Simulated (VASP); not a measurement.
Input of a VASP 6.6.1 run:

File INCAR:

```
ALGO = Normal ; EDIFF = 1E-6
ENCUT = 600 ; GGA = PE
GGA_COMPAT = False ; ISIF = 2
ISMEAR = -1 ; ISPIN = 2
KPAR = 4 ; LASPH = True
LCHARG = True ; LDAU = True
LDAUJ = 0 0 0 ; LDAUL = 2 -1 -1
LDAUPRINT = 1 ; LDAUTYPE = 2
LDAUU = 5.36 0 0 ; LMAXMIX = 4
LORBIT = 11 ; LREAL = False
LVHAR = True ; LWAVE = False
MAGMOM = 2 2 -2 -2 0 0 0 0 0 0 0 0 0 0 ; NBANDS = 81
NELM = 200 ; PREC = Accurate
SIGMA = 0.0573
```

KPOINTS

```
k-points
0
Gamma
  4 3 4
```

File POSCAR:

```
Tl2Ni2O3
1.0
    5.9773065300      0.0000000000      0.0000000000
    0.0000000000      6.1128748600      0.0000000000
   -2.7964651900      0.0000000000      5.3605343600
Ni Tl O
4 4 6
Direct
    0.3350000000      0.1220000000      0.0730000000
    0.6650000000      0.6220000000      0.4270000000
    0.6650000000      0.8780000000      0.9270000000
    0.3350000000      0.3780000000      0.5730000000
    0.1520000000      0.8460000000      0.4110000000
    0.8480000000      0.3460000000      0.0890000000
    0.8480000000      0.1540000000      0.5890000000
    0.1520000000      0.6540000000      0.9110000000
    0.3720000000      0.4250000000      0.2470000000
    0.6280000000      0.9250000000      0.2530000000
    0.6280000000      0.5750000000      0.7530000000
    0.3720000000      0.0750000000      0.7470000000
    0.0000000000      0.0000000000      0.0000000000
    0.0000000000      0.5000000000      0.5000000000
```

Potentials or basis: VASP PAW PBE potentials, release 64 (Ni, Tl_d, O).

Launch:

```console
$ cat potpaw_PBE.64/Ni/POTCAR potpaw_PBE.64/Tl_d/POTCAR potpaw_PBE.64/O/POTCAR > POTCAR
$ mpirun -np 4 vasp_std > vasp.out
```

Question: Predict the site moments.

Answer: Ni +1.71, -1.71 (each value once); Tl +0.00, -0.00 (each value once); O +0.04, -0.04, +0.00 (each value once) μB.

Question: Predict the net moment.

Answer: 0.00 μB per cell.

Question: Estimate the largest force.

Answer: 1.939 eV/Å.

Question: What does it give for the pressure?

Answer: 13.0 GPa.

Eigenvalues of the final occupation matrices:
| site | spin | trace | eigenvalues |
| --- | --- | --- | --- |
| site 1 d | 1 | 4.94 | 0.98 0.98 0.99 1.00 1.00 |
| site 1 d | 2 | 3.26 | 0.14 0.18 0.98 0.98 0.99 |
| site 2 d | 1 | 4.94 | 0.98 0.98 0.99 1.00 1.00 |
| site 2 d | 2 | 3.26 | 0.14 0.18 0.98 0.98 0.99 |
| site 3 d | 1 | 3.26 | 0.14 0.18 0.98 0.98 0.99 |
| site 3 d | 2 | 4.94 | 0.98 0.98 0.99 1.00 1.00 |
| site 4 d | 1 | 3.26 | 0.14 0.18 0.98 0.98 0.99 |
| site 4 d | 2 | 4.94 | 0.98 0.98 0.99 1.00 1.00 |

Caveat: the cell stands under pressure; spin-orbit coupling is left out, which moves the levels of the heavy elements; forces of over 1 eV/Å act on the atoms, so gaps and moduli don't describe the material at rest. The state reached can hang on the start; a lower one may exist.
